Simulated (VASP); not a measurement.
# LiCuAuO2 (Cm) in VASP: a series of runs

LiCuAuO2 is run at these levels: PBE+U; tasks: single point.

Program: VASP 6.6.1. These are calculated values, not measurements. Logs are shortened: lines on timing, memory, paths and dates and some standing lists are left out, and cuts for length are marked.

## 1. The cell of the first run

The structure is monoclinic, space group Cm (No. 8). The conventional cell has a = 5.670 Å, b = 3.312 Å, c = 7.567 Å, α = 90.00°, β = 105.62°, γ = 90.00°. Au (site symmetry m) has 2 O at 1.99 to 2.17 Å within 2.6 Å. Cu (site symmetry m) has 3 O at 1.90 Å within 2.5 Å. O (site symmetry m) has 3 Cu at 1.90 Å and 1 Au at 2.17 Å within 2.5 Å. Within 2.5 Å of O (site symmetry m) lie 3 Li at 1.91 Å and 1 Au at 1.99 Å. Within 2.5 Å of Li (site symmetry m) lie 3 O at 1.91 Å.

## 2. Single point, PBE+U

The input, INCAR:

```
  PREC = Accurate
  ENCUT = 520
  EDIFF = 1E-6
  ISMEAR = 0
  SIGMA = 0.05
  LREAL = False
  LASPH = True
  NELM = 150
  ALGO = Normal
  ISIF = 2
  LWAVE = False
  LCHARG = True
  LMAXMIX = 4
  LDAU = True
  LDAUTYPE = 2
  LDAUL = 2 2 -1 -1
  LDAUU = 3.5 6 0 0
  LDAUJ = 0 0 0 0
  LDAUPRINT = 1
  GGA = PE
  LELF = True
  LVHAR = True
  NBANDS = 26
```

The input, KPOINTS:

```
Automatic mesh
0
Gamma
  8 8 4
```

The input, POSCAR:

```
LiCuAuO2
1.0
    2.8351857308     -1.6558957482      0.0000000000
    2.8351857308      1.6558957482      0.0000000000
   -2.0377817712      0.0000000000      7.2875720081
Au Cu O Li
1 1 2 1
Direct
    0.9837460000      0.9837460000      0.9482990000
    0.5381130000      0.5381130000      0.6386720000
    0.8780830000      0.8780830000      0.6511660000
    0.0804940000      0.0804940000      0.2214780000
    0.4258140000      0.4258140000      0.2487190000
```

Potentials or basis: VASP PAW PBE potentials, release 64 (Au, Cu, O, Li_sv).

Launch:

```bash
> cat potpaw_PBE.64/Au/POTCAR potpaw_PBE.64/Cu/POTCAR potpaw_PBE.64/O/POTCAR potpaw_PBE.64/Li_sv/POTCAR > POTCAR
> mpirun -np 1 vasp_std > vasp.out
```

OUTCAR:

```text
PREC = Accurate
   ENCUT = 520
   EDIFF = 1E-6
   ISMEAR = 0
   LREAL = False
   LASPH = True
   NELM = 150
   ISIF = 2
   GGA = PE

 ion  position               nearest neighbor table
   1  0.984  0.984  0.948-   4 1.99   3 2.17   5 2.90   5 2.90   5 2.90   2 2.95   2 2.95   2 2.95

   2  0.538  0.538  0.639-   3 1.90   3 1.90   3 1.90   1 2.95   1 2.95   1 2.95
   3  0.878  0.878  0.651-   2 1.90   2 1.90   2 1.90   1 2.17
   4  0.080  0.080  0.221-   5 1.91   5 1.91   5 1.91   1 1.99
   5  0.426  0.426  0.249-   4 1.91   4 1.91   4 1.91   1 2.90   1 2.90   1 2.90

  LATTYP: Found a base centered monoclinic cell.
 ALAT       =     5.6703714616
 B/A-ratio  =     0.5840519477
 C/A-ratio  =     1.3345011156
 COS(beta)  =    -0.2692943376

  Lattice vectors:

 A1 = (   2.8351857308,  -1.6558957482,   0.0000000000)
 A2 = (   2.8351857308,   1.6558957482,   0.0000000000)
 A3 = (  -2.0377817712,   0.0000000000,   7.2875720081)

Analysis of symmetry for initial positions (statically):
=====================================================================
 Subroutine PRICEL returns:
 Original cell was already a primitive cell.

 Routine SETGRP: Setting up the symmetry group for a
 base centered monoclinic supercell.

 Subroutine GETGRP returns: Found  2 space group operations
 (whereof  2 operations were pure point group operations)
 out of a pool of  4 trial point group operations.

The static configuration has the point symmetry C_1h.

Analysis of symmetry for dynamics (positions and initial velocities):
=====================================================================
 Subroutine PRICEL returns:
 Original cell was already a primitive cell.

 Routine SETGRP: Setting up the symmetry group for a
 base centered monoclinic supercell.

 Subroutine GETGRP returns: Found  2 space group operations
 (whereof  2 operations were pure point group operations)
 out of a pool of  4 trial point group operations.

The dynamic configuration has the point symmetry C_1h.

 Subroutine INISYM returns: Found  2 space group operations
 (whereof  2 operations are pure point group operations),
[... 190 lines left out ...]

  0.9198  0.0009  0.0000  0.0000  0.0000
  0.0009  0.9680  0.0000  0.0000  0.0000
  0.0000  0.0000  0.9416  0.0004 -0.0010
  0.0000  0.0000  0.0004  0.9677 -0.0012
  0.0000  0.0000 -0.0010 -0.0012  0.9096

 occupancies and eigenvectors

  o =  0.9095  v =  0.0000  0.0000 -0.0304 -0.0200 -0.9993  0.0000  0.0000  0.0000  0.0000  0.0000      0.0000  0.0000  0.0000  0.0000  0.0000  0.0000  0.0000  0.0000  0.0000  0.0000
  o =  0.9095  v =  0.0000  0.0000  0.0000  0.0000  0.0000  0.0000  0.0000 -0.0304 -0.0200 -0.9993      0.0000  0.0000  0.0000  0.0000  0.0000  0.0000  0.0000  0.0000  0.0000  0.0000
  o =  0.9198  v =  0.0000  0.0000  0.0000  0.0000  0.0000 -0.9998  0.0182  0.0000  0.0000  0.0000      0.0000  0.0000  0.0000  0.0000  0.0000  0.0000  0.0000  0.0000  0.0000  0.0000
  o =  0.9198  v = -0.9998  0.0182  0.0000  0.0000  0.0000  0.0000  0.0000  0.0000  0.0000  0.0000      0.0000  0.0000  0.0000  0.0000  0.0000  0.0000  0.0000  0.0000  0.0000  0.0000
  o =  0.9416  v =  0.0000  0.0000  0.9994 -0.0152 -0.0301  0.0000  0.0000  0.0000  0.0000  0.0000      0.0000  0.0000  0.0000  0.0000  0.0000  0.0000  0.0000  0.0000  0.0000  0.0000
  o =  0.9416  v =  0.0000  0.0000  0.0000  0.0000  0.0000  0.0000  0.0000  0.9994 -0.0152 -0.0301      0.0000  0.0000  0.0000  0.0000  0.0000  0.0000  0.0000  0.0000  0.0000  0.0000
  o =  0.9677  v =  0.0000  0.0000  0.0000  0.0000  0.0000  0.0000  0.0000  0.0146  0.9997 -0.0205      0.0000  0.0000  0.0000  0.0000  0.0000  0.0000  0.0000  0.0000  0.0000  0.0000
  o =  0.9677  v =  0.0000  0.0000  0.0146  0.9997 -0.0205  0.0000  0.0000  0.0000  0.0000  0.0000      0.0000  0.0000  0.0000  0.0000  0.0000  0.0000  0.0000  0.0000  0.0000  0.0000
  o =  0.9680  v =  0.0182  0.9998  0.0000  0.0000  0.0000  0.0000  0.0000  0.0000  0.0000  0.0000      0.0000  0.0000  0.0000  0.0000  0.0000  0.0000  0.0000  0.0000  0.0000  0.0000
  o =  0.9680  v =  0.0000  0.0000  0.0000  0.0000  0.0000  0.0182  0.9998  0.0000  0.0000  0.0000      0.0000  0.0000  0.0000  0.0000  0.0000  0.0000  0.0000  0.0000  0.0000  0.0000

 number of electron      37.0000004 magnetization

 Free energy of the ion-electron system (eV)
  ---------------------------------------------------
  ext. energy  EPLUGINS =         0.00000000
  ---------------------------------------------------
  free energy    TOTEN  =       -18.40884222 eV

  energy without entropy =      -18.40585621  energy(sigma->0) =      -18.40734921

 E-fermi :   2.5013     XC(G=0): -10.0369

 val. band max:        2.4992171782   @ k =   0.5000   0.0000   0.5000
 cond. band min:       2.5055824700   @ k =   0.2500   0.2500   0.0000
 fundamental gap:      0.0063652917
 Fermi energy:         2.5013399389

 k-point     1 :       0.0000    0.0000    0.0000
  band No.  band energies     occupation
      1     -40.0799      2.00000
      2     -16.0600      2.00000
      3     -13.6085      2.00000
      4      -3.2593      2.00000
      5      -3.2251      2.00000
      6      -3.2135      2.00000
[... 685 lines left out ...]
     25      13.8473      0.00000
     26      15.3270      0.00000

 [... further k-points ...]

------------------------ aborting loop because EDIFF is reached ----------------------------------------

  FORCE on cell =-STRESS in cart. coord.  units (eV):
  Direction    XX          YY          ZZ          XY          YZ          ZX
  --------------------------------------------------------------------------------------
  -------------------------------------------------------------------------------------
  Total       -0.4173260     -0.2594436     -0.9556589      0.0000000      0.0000000     -0.0377759
  in kB       -9.7714423     -6.0747178    -22.3761896      0.0000000      0.0000000     -0.8845009
  external PRESSURE =     -12.7407832 kB  Pullay stress =       0.0000000 kB

 VOLUME and BASIS-vectors are now :
 -----------------------------------------------------------------------------
  energy-cutoff  :      520.00
  volume of cell :       68.43
      direct lattice vectors                 reciprocal lattice vectors
     2.835185731 -1.655895748  0.000000000     0.176355289 -0.301951376  0.049313213
     2.835185731  1.655895748  0.000000000     0.176355289  0.301951376  0.049313213
    -2.037781771  0.000000000  7.287572008     0.000000000  0.000000000  0.137219913

 POSITION                                       TOTAL-FORCE (eV/Angst)
 -----------------------------------------------------------------------------------
      3.64578      0.00000      6.91080        -0.003169      0.000000     -0.076452
      1.74983      0.00000      4.65437        -0.015363      0.000000      0.028682
      3.65212      0.00000      4.74542        -0.010721      0.000000      0.424581
      0.00511      0.00000      1.61404         0.011411      0.000000     -0.377906
      1.90769      0.00000      1.81256         0.017841      0.000000      0.001095
 -----------------------------------------------------------------------------------
    total drift:                               -0.000121     -0.000000     -0.000010

  FREE ENERGIE OF THE ION-ELECTRON SYSTEM (eV)
  ---------------------------------------------------
  free  energy   TOTEN  =       -18.4088422227 eV

  energy  without entropy=      -18.4058562066  energy(sigma->0) =      -18.40734921
```

stdout:

```text
POSCAR found type information on POSCAR AuCuO Li
 POSCAR found :  4 types and       5 ions
 scaLAPACK will be used
 LDA part: xc-table for (Slater+PW92), standard interpolation
 POSCAR, INCAR and KPOINTS ok, starting setup
 FFT: planning ... GRIDC
 FFT: planning ... GRID_SOFT
 FFT: planning ... GRID
 WAVECAR not read
 entering main loop
```

Run time: 2.4 min. Hardware: 1 thread of Intel Xeon Platinum 8488C (Sapphire Rapids), shared host; peak memory 0.29 GiB.

Results:

```
Free energy            : -18.4088 eV
Largest force          : 0.425 eV/Å
Band gap on the k mesh : zero (an odd number of electrons rules out a gap without spin polarisation)
```

Forces on the atoms (eV/Å):
```
Au  -0.003  0.000 -0.076
Cu  -0.015  0.000  0.029
O   -0.011  0.000  0.425
O    0.011  0.000 -0.378
Li   0.018  0.000  0.001
```

Eigenvalues of the final occupation matrices:
| site | spin | trace | eigenvalues |
| --- | --- | --- | --- |
| site 1 d | 1 | 4.44 | 0.77 0.91 0.91 0.92 0.92 |
| site 1 d | 2 | 4.44 | 0.77 0.91 0.91 0.92 0.92 |
| site 2 d | 1 | 4.71 | 0.91 0.92 0.94 0.97 0.97 |
| site 2 d | 2 | 4.71 | 0.91 0.92 0.94 0.97 0.97 |

Caveat: the cutoff is under 1.25 times the usual one of these potentials, so pressure, stress and relaxed cells hold a basis-set (Pulay) error; spin-orbit coupling is left out, which moves the levels of the heavy elements; U without spin polarisation on a metal has little footing.

## 3. Single point, PBE+U

The input, INCAR:

```
ALGO = Normal ; EDIFF = 1E-6
ENCUT = 520 ; GGA = PE
ISIF = 2 ; ISMEAR = 0
LASPH = True ; LCHARG = False
LDAU = True ; LDAUJ = 0 0 0 0
LDAUL = 2 2 -1 -1 ; LDAUPRINT = 1
LDAUTYPE = 2 ; LDAUU = 3.5 6 0 0
LMAXMIX = 4 ; LREAL = False
LWAVE = False ; NBANDS = 26
NELM = 150 ; PREC = Accurate
SIGMA = 0.05
```

The input, KPOINTS:

```
k-points
0
Gamma
  11 11 4
```

POSCAR is that of step 2.

Potentials or basis: VASP PAW PBE potentials, release 64 (Au, Cu, O, Li_sv).

Launch:

```bash
> cat potpaw_PBE.64/Au/POTCAR potpaw_PBE.64/Cu/POTCAR potpaw_PBE.64/O/POTCAR potpaw_PBE.64/Li_sv/POTCAR > POTCAR
> mpirun -np 1 vasp_std > vasp.out
```

Wall time 4.5 min (1 thread of Intel Xeon Platinum 8488C (Sapphire Rapids), shared host); peak memory 0.38 GiB.

Results (log left out):

* Free energy: -18.3987 eV
* Largest force: 0.418 eV/Å
* Band gap on the k mesh: zero (an odd number of electrons rules out a gap without spin polarisation)

Forces on the atoms (eV/Å):
```
Au  -0.003  0.000 -0.080
Cu  -0.017  0.000  0.028
O   -0.008  0.000  0.418
O    0.011  0.000 -0.369
Li   0.017  0.000  0.004
```

Levels at points of the mesh, in eV from the Fermi level:
| k point | band 16 | band 17 | band 18 | band 19 | band 20 | band 21 | band 22 | band 23 |
| --- | --- | --- | --- | --- | --- | --- | --- | --- |
| (0.00, 0.00, 0.00) | -0.09 | -0.05 | 0.71 | 0.79 | 1.42 | 5.05 | 5.78 | 10.46 |
| (0.00, 0.00, 0.50) | -0.07 | -0.03 | 0.70 | 0.78 | 2.44 | 3.77 | 6.95 | 9.00 |

Eigenvalues of the final occupation matrices:
| site | spin | trace | eigenvalues |
| --- | --- | --- | --- |
| site 1 d | 1 | 4.44 | 0.77 0.91 0.91 0.92 0.92 |
| site 1 d | 2 | 4.44 | 0.77 0.91 0.91 0.92 0.92 |
| site 2 d | 1 | 4.71 | 0.91 0.92 0.94 0.97 0.97 |
| site 2 d | 2 | 4.71 | 0.91 0.92 0.94 0.97 0.97 |

Caveat: the cutoff is under 1.25 times the usual one of these potentials, so pressure, stress and relaxed cells hold a basis-set (Pulay) error; spin-orbit coupling is left out, which moves the levels of the heavy elements; U without spin polarisation on a metal has little footing.
